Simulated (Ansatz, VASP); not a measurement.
## MgS in VASP and in Ansatz

```xyz
2
Lattice="0.0000 2.5649 2.5649 2.5649 0.0000 2.5649 2.5649 2.5649 0.0000" Properties=species:S:1:pos:R:3 pbc="T T T"
Mg    0.0000    0.0000    0.0000
S     2.5649    2.5649    2.5649
```

Alike in both runs: task single point; functional LDA; k mesh 6 × 6 × 6; no spin polarisation.

```csv
,VASP,Ansatz
version,VASP 6.6.1,Ansatz 0.2.0
potentials or method,"VASP PAW LDA potentials, release 64 (Mg, S), cutoff 600 eV","scalar-relativistic, plane waves, PAW"
occupations,"gaussian, width 0.01 eV",fixed
valence electrons in the cell,8,16
```

```tsv
	VASP	Ansatz	Ansatz less VASP
gap on the k mesh at the Fermi level (eV)	2.65	2.64	-0.001
least direct gap on the mesh (eV)	3.83	3.82	-0.013
```

LDA's correlation is that of Perdew and Zunger in VASP and of Perdew and Wang (1992) in Ansatz. VASP's potentials hold 8 valence electrons a cell and Ansatz's 16, so a difference there can come from the potentials and not from the codes.
